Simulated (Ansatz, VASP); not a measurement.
Zr2B3 in VASP and in Ansatz

```
Zr B
1.0
     3.69532    0.00000    0.00000
    -1.84766    3.20024    0.00000
     0.00000    0.00000    4.53772
Zr B
2 3
Direct
  0.66667 0.33333 0.50000
  0.33333 0.66667 0.00000
  0.00000 0.00000 0.74540
  0.00000 0.00000 0.25460
  0.66667 0.33333 0.00000
```

Change from the starting cell: species swapped into the Fe3Ge2 type (P-6m2, No. 187).

Alike in both runs: task relaxation of cell and atoms; functional PBE; k mesh 6 × 6 × 4; occupations gaussian, width 0.1 eV; no spin polarisation.

|  | VASP | Ansatz |
| --- | --- | --- |
| version | VASP 6.6.1 | Ansatz 0.2.0 |
| potentials or method | VASP PAW PBE potentials, release 64 (Zr_sv, B), cutoff 600 eV | scalar-relativistic, plane waves, PAW |
| valence electrons in the cell | 33 | 33 |

Ansatz gave:

| Item | Value |
| --- | --- |
| gap on the k mesh at the Fermi level, each at its own relaxed structure (eV) | none |
| relaxed volume (Å³/atom) | 13.14 |
| relaxed cell length with the largest relative difference (Å) | 4.979 |

What did VASP give for the same quantities?

gap on the k mesh at the Fermi level, each at its own relaxed structure (eV): none; relaxed volume (Å³/atom): 13.17; relaxed cell length with the largest relative difference (Å): 4.985.

A gap of «none» marks a metal or a gap that the smearing closes.

Noted on VASP's run: the volume moved by over 15 % at a fixed basis, so the end points are rough.
